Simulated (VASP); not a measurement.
Cd: single point with PBE

The system is Cd.

```xyz
1
Lattice="0.0083 2.2181 2.2181 2.2265 0.0000 2.2265 2.2181 2.2181 0.0083" Properties=species:S:1:pos:R:3 pbc="T T T"
Cd    0.0000    0.0000    0.0000
```

This cell differs from its parent crystal: strain +0.0075 x Voigt [0, 0, 0, 0, 1, 0].

```json
{
 "Program": "VASP 6.6.1",
 "Task": "single point",
 "Functional": "PBE",
 "Potentials or basis": "VASP PAW PBE potentials, release 64 (Cd)",
 "Cutoff": "520 eV",
 "k mesh": "18 × 18 × 18",
 "Occupations": "gaussian, width 0.15 eV",
 "Spin": "no spin polarisation",
 "Dipole correction": "no",
 "Further INCAR settings": "ALGO = Fast; EDIFF = 1e-06; NBANDS = 12"
}
```

| Item | Value |
| --- | --- |
| Pressure | 2.5 GPa |
| Band gap on the k mesh | zero (band 6 reaches 4.38 eV, above the bottom of band 7 at 1.47 eV) |

Levels at points of the mesh, in eV from the Fermi level:
| k point | band 3 | band 4 | band 5 | band 6 | band 7 | band 8 | band 9 | band 10 |
| --- | --- | --- | --- | --- | --- | --- | --- | --- |
| (0.00, 0.00, 0.00) | -9.08 | -8.74 | -8.63 | -8.63 | 13.94 | 14.88 | 15.02 | 15.14 |
| (0.50, 0.00, 0.00) | -9.07 | -8.27 | -8.25 | -2.25 | -1.23 | 12.51 | 12.57 | 13.03 |
| (0.00, 0.50, 0.00) | -9.07 | -8.27 | -8.26 | -2.29 | -1.32 | 12.61 | 12.69 | 13.09 |
| (0.50, 0.50, 0.00) | -8.29 | -8.17 | -8.17 | -0.75 | 1.44 | 6.84 | 6.84 | 11.10 |
| (0.50, 0.00, 0.50) | -8.28 | -8.17 | -8.17 | -0.75 | 1.44 | 6.72 | 6.96 | 11.01 |

It took 96 s on 1 thread of Intel Xeon 6975P-C (shared host), peak memory 0.32 GiB.

Caveat: the cell differs from its parent crystal (strain +0.0075 x Voigt [0, 0, 0, 0, 1, 0]).
